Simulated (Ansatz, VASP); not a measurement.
# SrTlF3: VASP beside Ansatz

POSCAR

```
SrTlF3
1.0
    4.7085950809      0.0000000000      0.0000000000
    0.0000000000      4.7085950809      0.0000000000
    0.0000000000      0.0000000000      4.7085950809
Tl Sr F
1 1 3
Direct
    0.0000000000      0.0000000000      0.0000000000
    0.5000000000      0.5000000000      0.5000000000
    0.5000000000      0.5000000000      0.0000000000
    0.5000000000      0.0000000000      0.5000000000
    0.0000000000      0.5000000000      0.5000000000
```

File INCAR.step1:

```
SYSTEM = SrTlF3
PREC = Accurate
ENCUT = 520
EDIFF = 1E-5
ISMEAR = 0
SIGMA = 0.01
LREAL = .False.
LASPH = .True.
NELM = 120
ALGO = Normal
ISIF = 2
LWAVE = .True.
LCHARG = .False.
GGA = PE
NBANDS = 30
GGA_COMPAT = .False.
KPAR = 4
```

The input INCAR.step2:

```
SYSTEM = SrTlF3
PREC = Accurate
ENCUT = 520
EDIFF = 1E-6
ISMEAR = 0
SIGMA = 0.01
LREAL = .False.
LASPH = .True.
NELM = 120
ALGO = Normal
ISIF = 2
LWAVE = .False.
LCHARG = .False.
GGA = PE
LHFCALC = .True.
HFSCREEN = 0.2079
PRECFOCK = Normal
ISTART = 1
NBANDS = 30
GGA_COMPAT = .False.
KPAR = 4
```

KPOINTS

```
regular mesh
0
Gamma
  4 4 4
  0 0 0
```

Input for Ansatz:

```yaml
crystal:
  lattice:
    - [4.7085950809, 0.0, 0.0]
    - [0.0, 4.7085950809, 0.0]
    - [0.0, 0.0, 4.7085950809]
  atoms:
    - { symbol: Tl, position: [0.0, 0.0, 0.0] }
    - { symbol: Sr, position: [0.5, 0.5, 0.5] }
    - { symbol: F, position: [0.5, 0.5, 0.0] }
    - { symbol: F, position: [0.5, 0.0, 0.5] }
    - { symbol: F, position: [0.0, 0.5, 0.5] }
kpoints:
  mp_grid: { grid: [4, 4, 4] }
  band_path:
    path: [[0.0, 0.0, 0.0], [0.0, 0.5, 0.0], [0.5, 0.5, 0.0], [0.5, 0.5, 0.5]]
    npoints: 1
hamiltonian:
  xc: hse06
scf:
  occupations: { method: fixed }
  n_extra_bands: 5
output:
  forces: true
  stress: true
  eigenvalues: true
```

Alike in both runs: task single point; functional HSE06; k mesh 4 × 4 × 4; no spin polarisation.

|  | VASP | Ansatz |
| --- | --- | --- |
| version | VASP 6.6.1 | Ansatz 0.2.0 |
| potentials or method | VASP PAW PBE potentials, release 64 (Tl_d, Sr_sv, F) | plane waves, PAW |
| plane-wave cutoff (eV) | 520 | 420 |
| occupations | gaussian, width 0.01 eV | fixed |
| valence electrons in the cell | 44 | 44 |

```csv
,VASP,Ansatz,Ansatz less VASP
gap on the k mesh at the Fermi level (eV),5.86,5.87,+0.008
pressure (GPa),1.2,1.0,-0.21
```

Ansatz's warnings: stress exchange threshold loose, stress scf threshold loose.

Neither program's run includes spin-orbit coupling.
